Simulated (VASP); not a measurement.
# MoS2 (P-6m2) in VASP: further runs

The runs below take MoS2 through single point, with PBE+D3(BJ).

Program: VASP 6.6.1. These are calculated values, not measurements. Logs are shortened: lines on timing, memory, paths and dates and some standing lists are left out, and cuts for length are marked.

**1. The cell of the first run**

The structure is hexagonal, space group P-6m2 (No. 187). Conventional cell: a = 3.149 Å, b = 3.149 Å, c = 6.645 Å, α = 90.00°, β = 90.00°, γ = 120.00°. Within 3.0 Å of Mo (site symmetry -6m2) lie 6 S at 2.25 Å. Within 3.0 Å of S (site symmetry 3m) lie 3 Mo at 2.25 Å and 1 S at 2.63 Å.

**2. Single point, PBE+D3(BJ) (c/a of the conventional cell at fixed volume 2.1098)**

INCAR

```
SYSTEM = MoS2
PREC = Accurate
ENCUT = 500
EDIFF = 1E-6
ISMEAR = 0
SIGMA = 0.05
LREAL = .False.
LASPH = .True.
NELM = 120
ALGO = Normal
ISIF = 2
LWAVE = .False.
LCHARG = .False.
GGA = PE
IVDW = 12
NBANDS = 20
GGA_COMPAT = .False.
```

KPOINTS

```
regular mesh
0
Gamma
  12 12 4
  0 0 0
```

POSCAR

```
MoS2
1.0
    3.1494351579      0.0000000000      0.0000000000
   -1.5747175790      2.7274908543      0.0000000000
    0.0000000000      0.0000000000      6.6448340996
Mo S
1 2
Direct
    0.0000000000      0.0000000000      0.0000000000
    0.3333333333      0.6666666667      0.1981708616
    0.3333333333      0.6666666667      0.8018291384
```

Potentials or basis: VASP PAW PBE potentials, release 64 (Mo_sv, S).

On the command line:

```
> cat potpaw_PBE.64/Mo_sv/POTCAR potpaw_PBE.64/S/POTCAR > POTCAR
> mpirun -np 1 vasp_std > vasp.out
```

OUTCAR:

```text
SYSTEM = MoS2
   PREC = Accurate
   ENCUT = 500
   EDIFF = 1E-6
   ISMEAR = 0
   LREAL = .False.
   LASPH = .True.
   NELM = 120
   ISIF = 2
   GGA = PE
   IVDW = 12
 IVDW          = 12

 ion  position               nearest neighbor table
   1  0.000  0.000  0.000-   2 2.25   3 2.25   2 2.25   3 2.25   2 2.25   3 2.25
   2  0.333  0.667  0.198-   1 2.25   1 2.25   1 2.25   3 2.63
   3  0.333  0.667  0.802-   1 2.25   1 2.25   1 2.25   2 2.63

  LATTYP: Found a hexagonal cell.
 ALAT       =     3.1494351579
 C/A-ratio  =     2.1098494703

  Lattice vectors:

 A1 = (   3.1494351579,   0.0000000000,   0.0000000000)
 A2 = (  -1.5747175790,   2.7274908543,   0.0000000000)
 A3 = (   0.0000000000,   0.0000000000,   6.6448340996)

Analysis of symmetry for initial positions (statically):
=====================================================================
 Subroutine PRICEL returns:
 Original cell was already a primitive cell.

 Routine SETGRP: Setting up the symmetry group for a
 hexagonal supercell.

 Subroutine GETGRP returns: Found 12 space group operations
 (whereof 12 operations were pure point group operations)
 out of a pool of 24 trial point group operations.

The static configuration has the point symmetry D_3h.

Analysis of symmetry for dynamics (positions and initial velocities):
=====================================================================
 Subroutine PRICEL returns:
 Original cell was already a primitive cell.

 Routine SETGRP: Setting up the symmetry group for a
 hexagonal supercell.

 Subroutine GETGRP returns: Found 12 space group operations
 (whereof 12 operations were pure point group operations)
 out of a pool of 24 trial point group operations.

The dynamic configuration has the point symmetry D_3h.

 Subroutine INISYM returns: Found 12 space group operations
 (whereof 12 operations are pure point group operations),
 and found     1 'primitive' translations

----------------------------------------------------------------------------------------

                                     Primitive cell

  volume of cell :      57.0795

  direct lattice vectors                    reciprocal lattice vectors
     3.149435158  0.000000000  0.000000000     0.317517253  0.183318672  0.000000000
    -1.574717579  2.727490854  0.000000000     0.000000000  0.366637343  0.000000000
     0.000000000  0.000000000  6.644834100     0.000000000  0.000000000  0.150492847

  length of vectors
     3.149435158  3.149435158  6.644834100     0.366637343  0.366637343  0.150492847

  position of ions in fractional coordinates (direct lattice)
     0.000000000  0.000000000  0.000000000
     0.333333333  0.666666667  0.198170862
     0.333333333  0.666666667  0.801829138

  ion indices of the primitive-cell ions
   primitive index   ion index
                 1           1
                 2           2
                 3           3

----------------------------------------------------------------------------------------

 KPOINTS: regular mesh

Automatic generation of k-mesh.
 Grid dimensions read from file:
 generate k-points for:   12   12    4

 Generating k-lattice:

  Cartesian coordinates                     Fractional coordinates (reciprocal lattice)
     0.026459771  0.015276556  0.000000000     0.083333333  0.000000000  0.000000000
     0.000000000  0.030553112  0.000000000     0.000000000  0.083333333  0.000000000
     0.000000000  0.000000000  0.037623212     0.000000000  0.000000000  0.250000000

  Length of vectors
     0.030553112  0.030553112  0.037623212

  Shift w.r.t. Gamma in fractional coordinates (k-lattice)
     0.000000000  0.000000000  0.000000000

 Subroutine IBZKPT returns following result:
 ===========================================

 Found     57 irreducible k-points:

 Following reciprocal coordinates:
            Coordinates               Weight
  0.000000  0.000000  0.000000      1.000000
  0.083333  0.000000  0.000000      6.000000
  0.166667  0.000000  0.000000      6.000000
  0.250000  0.000000  0.000000      6.000000
  0.333333  0.000000  0.000000      6.000000
  0.416667  0.000000  0.000000      6.000000
[... 16 lines left out ...]
  0.250000  0.000000  0.250000     12.000000
  0.333333  0.000000  0.250000     12.000000
 [... further k-points ...]
   k-points           NKPTS =     57   k-points in BZ     NKDIM =     57   number of bands    NBANDS=     20
   number of dos      NEDOS =    301   number of ions     NIONS =      3
   total plane-waves  NPLWV =  27648
   dimension x,y,z NGX =    24 NGY =   24 NGZ =   48
   dimension x,y,z NGXF=    48 NGYF=   48 NGZF=   96
   ions per type =               1   2
   NGX,Y,Z   is equivalent  to a cutoff of  12.67, 12.67, 12.01 a.u.
   NGXF,Y,Z  is equivalent  to a cutoff of  25.34, 25.34, 24.02 a.u.
 SYSTEM =  MoS2
   PREC   = accura    normal or accurate (medium, high low for compatibility)
   ISTART =      0    job   : 0-new  1-cont  2-samecut
   ICHARG =      2    charge: 1-file 2-atom 10-const
   ISPIN  =      1    spin polarized calculation?
   LNONCOLLINEAR =      F non collinear calculations
   LSORBIT =      F    spin-orbit coupling
   LASPH  =      T    aspherical Exc in radial PAW
   ENCUT  =  500.0 eV  36.75 Ry    6.06 a.u.   5.74  5.74 12.12*2*pi/ulx,y,z
   NELM   =    120;   NELMIN=  2; NELMDL= -5     # of ELM steps
   EDIFF  = 0.1E-05   stopping-criterion for ELM
   LREAL  =      F    real-space projection
   EDIFFG = 0.1E-04   stopping-criterion for IOM
   NSW    =      0    number of steps for IOM
   IBRION =     -1    ionic relax: 0-MD 1-quasi-New 2-CG
   NFREE  =      0    steps in history (QN), initial steepest desc. (CG)
   ISIF   =      2    stress and relaxation
   ISYM   =      2    0-nonsym 1-usesym 2-fastsym
   POTIM  = 0.5000    time-step for ionic-motion
   TEBEG  =    0.0;   TEEND  =   0.0 temperature during run
   PSTRESS=    0.0 pullay stress
   NELECT =      26.0000    total number of electrons
   NUPDOWN=      -1.0000    fix difference up-down
   EMIN   =  10.00;   EMAX   =-10.00  energy-range for DOS
   EFERMI =   0.00;   METHOD = LEGACY
   ISMEAR =     0;   SIGMA  =   0.05  broadening in eV -4-tet -1-fermi 0-gaus
   EFERMI_NEDOS =   21; number of points for ismear=-14 and -15
   IALGO  =     38    algorithm
   IMIX   =      4    mixing-type and parameters
     AMIX     =   0.40;   BMIX     =  1.00
     AMIX_MAG =   1.60;   BMIX_MAG =  1.00
  volume/ion in A,a.u.               =      19.03       128.40
  Fermi-wavevector in a.u.,A,eV,Ry     =   1.259619  2.380335 21.587552  1.586640
  Thomas-Fermi vector in A             =   2.393170
   LORBIT       =      0    0 simple, 1 ext, 2 COOP (PROOUT), +10 PAW based schemes
   GGA     = PE    functional components
   LHFCALC =     F    Hartree Fock is set to
   AEXX    =    0.0000 exact exchange contribution
   IVDW    =    12    specifies the selected vdW correction
   LEPSILON=     F    determine dielectric tensor
   LRPA    =     F    only Hartree local field effects (RPA)
 non-spin polarized calculation
 Gauss-broadening in eV      SIGMA  =   0.05
  energy-cutoff  :      500.00
  volume of cell :       57.08
 maximum number of plane-waves:      1464
 NGX is ok and might be reduce to    24
   NGX = 11   NGY = 11   NGZ = 25

 number of electron      25.9999996 magnetization

 Free energy of the ion-electron system (eV)
  ---------------------------------------------------
  ext. energy  EPLUGINS =         0.00000000
  ---------------------------------------------------
  free energy    TOTEN  =       -20.29819950 eV

  energy without entropy =      -20.29801959  energy(sigma->0) =      -20.29810954

 E-fermi :   7.0263     XC(G=0):  -9.9450

 val. band max:        6.8832258361   @ k =   0.0833   0.0000   0.2500
 cond. band min:       7.0385028057   @ k =   0.0000   0.0000   0.2500
 fundamental gap:      0.1552769696
 Fermi energy:         7.0263345824

 k-point     1 :       0.0000    0.0000    0.0000
  band No.  band energies     occupation
      1     -54.8163      2.00000
      2     -29.0524      2.00000
      3     -28.9176      2.00000
      4     -28.9176      2.00000
      5      -9.2986      2.00000
      6      -6.6631      2.00000
[... 12 lines left out ...]
     19      13.2682      0.00000
     20      15.6963      0.00000

 k-point     2 :       0.0833    0.0000    0.0000
  band No.  band energies     occupation
      1     -54.8129      2.00000
      2     -29.0452      2.00000
      3     -28.9535      2.00000
      4     -28.9254      2.00000
      5      -9.1805      2.00000
      6      -6.6529      2.00000
[... 12 lines left out ...]
     19      13.4867      0.00000
     20      16.1432      0.00000

 k-point     3 :       0.1667    0.0000    0.0000
  band No.  band energies     occupation
      1     -54.8037      2.00000
      2     -29.0505      2.00000
      3     -29.0255      2.00000
      4     -28.9465      2.00000
      5      -8.8506      2.00000
      6      -6.6248      2.00000
[... 12 lines left out ...]
     19      13.8566      0.00000
     20      16.4620      0.00000

 k-point     4 :       0.2500    0.0000    0.0000
  band No.  band energies     occupation
      1     -54.7909      2.00000
      2     -29.1804      2.00000
      3     -28.9985      2.00000
      4     -28.9752      2.00000
      5      -8.3804      2.00000
      6      -6.5858      2.00000
[... 12 lines left out ...]
     19      14.9392      0.00000
     20      15.8022      0.00000

 k-point     5 :       0.3333    0.0000    0.0000
  band No.  band energies     occupation
      1     -54.7782      2.00000
      2     -29.3076      2.00000
      3     -29.0037      2.00000
      4     -28.9713      2.00000
      5      -7.8827      2.00000
      6      -6.5456      2.00000
[... 12 lines left out ...]
     19      14.7060      0.00000
     20      15.0140      0.00000
[... 353 lines left out ...]
      6      -6.6898      2.00000
[... 12 lines left out ...]
     19      13.8263      0.00000
     20      16.0304      0.00000

 k-point    22 :       0.1667    0.0000    0.2500
  band No.  band energies     occupation
      1     -54.8037      2.00000
      2     -29.0505      2.00000
      3     -29.0255      2.00000
      4     -28.9465      2.00000
      5      -8.8378      2.00000
      6      -6.6576      2.00000
[... 12 lines left out ...]
     19      14.0747      0.00000
     20      16.4327      0.00000

 k-point    23 :       0.2500    0.0000    0.2500
  band No.  band energies     occupation
      1     -54.7909      2.00000
      2     -29.1804      2.00000
      3     -28.9985      2.00000
      4     -28.9752      2.00000
      5      -8.3680      2.00000
      6      -6.6130      2.00000
[... 12 lines left out ...]
     19      14.8556      0.00000
     20      15.7692      0.00000

 k-point    24 :       0.3333    0.0000    0.2500
  band No.  band energies     occupation
      1     -54.7782      2.00000
      2     -29.3076      2.00000
      3     -29.0037      2.00000
      4     -28.9713      2.00000
      5      -7.8712      2.00000
      6      -6.5672      2.00000
[... 12 lines left out ...]
     19      14.6734      0.00000
     20      15.2729      0.00000

 [... further k-points ...]

------------------------ aborting loop because EDIFF is reached ----------------------------------------

 Edisp (eV)   -1.20547

 E8    (eV) :    -0.4889

  FORCE on cell =-STRESS in cart. coord.  units (eV):
  Direction    XX          YY          ZZ          XY          YZ          ZX
  --------------------------------------------------------------------------------------
  -------------------------------------------------------------------------------------
  Total       7.74133     7.74133    16.38534    -0.00000     0.00000     0.00000
  in kB     217.29304   217.29304   459.92378    -0.00000     0.00000     0.00000
  external pressure =      298.17 kB  Pullay stress =        0.00 kB

 VOLUME and BASIS-vectors are now :
 -----------------------------------------------------------------------------
  energy-cutoff  :      500.00
  volume of cell :       57.08
      direct lattice vectors                 reciprocal lattice vectors
     3.149435158  0.000000000  0.000000000     0.317517253  0.183318672  0.000000000
    -1.574717579  2.727490854  0.000000000     0.000000000  0.366637343  0.000000000
     0.000000000  0.000000000  6.644834100     0.000000000  0.000000000  0.150492847

 POSITION                                       TOTAL-FORCE (eV/Angst)
 -----------------------------------------------------------------------------------
      0.00000      0.00000      0.00000         0.000000     -0.000000      0.000000
     -0.00000      1.81833      1.31681        -0.000000      0.000000      6.498661
     -0.00000      1.81833      5.32802        -0.000000      0.000000     -6.498661
 -----------------------------------------------------------------------------------
    total drift:                                0.000000     -0.000000     -0.000000

  FREE ENERGIE OF THE ION-ELECTRON SYSTEM (eV)
  ---------------------------------------------------
  free  energy   TOTEN  =       -21.5036655272 eV

  energy  without entropy=      -21.5034856254  energy(sigma->0) =      -21.50357558
```

Run time: 62 s. Hardware: 1 thread of AMD EPYC 7R13 (Zen 3), shared host; peak memory 0.18 GiB.

What came out:

```yaml
Free_energy: -21.5037 eV
Pressure: 29.8 GPa
Largest_force: 6.499 eV/Å
Band_gap_on_the_k_mesh: zero (band 13 reaches 7.32 eV, above the bottom of band 14 at 6.64 eV)
Dispersion_energy_per_atom: -0.402 eV
```

Forces on the atoms (eV/Å):
```
Mo   0.000  0.000  0.000
S    0.000  0.000  6.499
S    0.000  0.000 -6.499
```

Levels at points of the mesh, in eV from the Fermi level:
| k point | band 9 | band 10 | band 11 | band 12 | band 13 | band 14 | band 15 | band 16 | band 17 | band 18 |
| --- | --- | --- | --- | --- | --- | --- | --- | --- | --- | --- |
| (0.00, 0.00, 0.00) | -5.43 | -3.69 | -3.69 | -1.50 | -0.45 | 1.85 | 1.85 | 2.89 | 2.89 | 4.51 |
| (0.50, 0.00, 0.00) | -5.95 | -5.39 | -2.91 | -1.96 | -1.91 | 0.93 | 1.49 | 3.77 | 4.58 | 4.98 |
| (0.00, 0.00, 0.50) | -5.43 | -3.69 | -3.69 | -2.49 | 0.29 | 1.83 | 1.83 | 2.93 | 2.93 | 4.53 |
| (0.50, 0.00, 0.50) | -5.78 | -5.40 | -2.89 | -2.42 | -1.73 | 0.94 | 1.51 | 3.34 | 4.48 | 6.14 |

Caveat: forces of over 1 eV/Å act on the atoms, so gaps and moduli don't describe the material at rest.

**3. Single point, PBE+D3(BJ) (c/a of the conventional cell at fixed volume 1.9973)**

INCAR

```
SYSTEM = MoS2
  ALGO = Normal
  EDIFF = 1E-6
  ENCUT = 500
  GGA = PE
  GGA_COMPAT = .FALSE.
  ISIF = 2
  ISMEAR = 0
  IVDW = 12
  LASPH = .TRUE.
  LCHARG = .TRUE.
  LELF = .TRUE.
  LREAL = .FALSE.
  LVHAR = .TRUE.
  LWAVE = .FALSE.
  NBANDS = 20
  NELM = 120
  PREC = Accurate
  SIGMA = 0.05
```

KPOINTS

```
k-points
0
G
  12 12 4
  0 0 0
```

POSCAR

```
MoS2
1.0
    3.2075152338      0.0000000000      0.0000000000
   -1.6037576169      2.7777896755      0.0000000000
    0.0000000000      0.0000000000      6.4063701764
Mo S
1 2
Direct
    0.0000000000      0.0000000000      0.0000000000
    0.3333333333      0.6666666667      0.2483301274
    0.3333333333      0.6666666667      0.7516698726
```

Potentials or basis: VASP PAW PBE potentials, release 64 (Mo_sv, S).

On the command line:

```
> cat potpaw_PBE.64/Mo_sv/POTCAR potpaw_PBE.64/S/POTCAR > POTCAR
> mpirun -np 1 vasp_std > vasp.out
```

Run time: 72 s. Hardware: 1 thread of AMD EPYC 7R13 (Zen 3), shared host; peak memory 0.18 GiB.

It converged, with:

* Free energy: -22.9019 eV
* Pressure: -6.2 GPa
* Largest force: 0.948 eV/Å
* Band gap on the k mesh: 0.89 eV, indirect (least direct gap 1.61 eV)
* Dispersion energy per atom: -0.396 eV

Forces in eV/Å, atoms in the order of the input:
```
Mo   0.000  0.000  0.000
S    0.000  0.000 -0.948
S    0.000  0.000  0.948
```

Stress tensor (GPa, compression positive):
```
-6.80  0.00  0.00
 0.00 -6.80  0.00
 0.00  0.00 -5.02
```

Levels at points of the mesh, in eV from the valence-band top:
| k point | band 10 | band 11 | band 12 | band 13 | band 14 | band 15 | band 16 | band 17 |
| --- | --- | --- | --- | --- | --- | --- | --- | --- |
| (0.00, 0.00, 0.00) | -2.01 | -2.01 | -1.25 | -1.15 | 2.12 | 2.12 | 2.13 | 2.13 |
| (0.50, 0.00, 0.00) | -3.61 | -1.88 | -1.64 | -1.53 | 1.55 | 1.91 | 3.58 | 3.63 |
| (0.00, 0.00, 0.50) | -3.05 | -2.05 | -2.05 | 0.00 | 1.98 | 1.98 | 2.32 | 2.32 |
| (0.50, 0.00, 0.50) | -3.67 | -3.21 | -1.50 | -0.91 | 1.59 | 2.14 | 2.72 | 3.31 |

 A k mesh can miss the band edges.

[end of part 1 of 2]
